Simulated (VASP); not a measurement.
Write the native input for VASP 6.6.1 that does the following.

| Quantity | Value |
| --- | --- |
| Task | single point |
| Functional | PBE |
| Potentials or basis | VASP PAW PBE potentials, release 64 (Sn_d, Se) |
| Cutoff | 520 eV |
| k mesh | 12 × 12 × 12 |
| Occupations | gaussian, width 0.15 eV |
| Spin | no spin polarisation |
| Dipole correction | no |
| Further INCAR settings | ALGO = Normal; EDIFF = 1e-06; NBANDS = 32 |

The structure of Sn3Se lies in POSCAR:

```
Sn3Se
1.0
    0.0000000000      3.7279542406      3.7279542406
    3.7279542406      0.0000000000      3.7279542406
    3.7279542406      3.7279542406      0.0000000000
Sn Se
3 1
Direct
    0.2500000000      0.2500000000      0.2500000000
    0.7500000000      0.7500000000      0.7500000000
    0.5000000000      0.5000000000      0.5000000000
    0.0000000000      0.0000000000      0.0000000000
```

One way to write it, as run:

INCAR

```
SYSTEM = Sn3Se
PREC = Accurate
ENCUT = 520
EDIFF = 1E-6
ISMEAR = 0
SIGMA = 0.15
LREAL = .False.
LASPH = .True.
NELM = 80
ALGO = Normal
ISIF = 2
LWAVE = .False.
LCHARG = .True.
GGA = PE
LELF = .True.
LVHAR = .True.
NBANDS = 32
```

KPOINTS

```
Automatic mesh
0
Gamma
  12 12 12
  0 0 0
```

Potentials or basis: VASP PAW PBE potentials, release 64 (Sn_d, Se).

Run with:

```sh
$ cat potpaw_PBE.64/Sn_d/POTCAR potpaw_PBE.64/Se/POTCAR > POTCAR
$ mpirun -np 1 vasp_std > vasp.out
```

Results of the run:

The pressure is 0.1 GPa and the band gap on the k mesh is zero (bands 24 and 25 overlap by 2.15 eV).

Caveat: spin-orbit coupling is left out, which moves the levels of the heavy elements.

Wall time 2.2 min on 1 thread of AMD EPYC 9R45 96-Core Processor (Zen 5), on a shared host, peak memory 0.33 GiB.
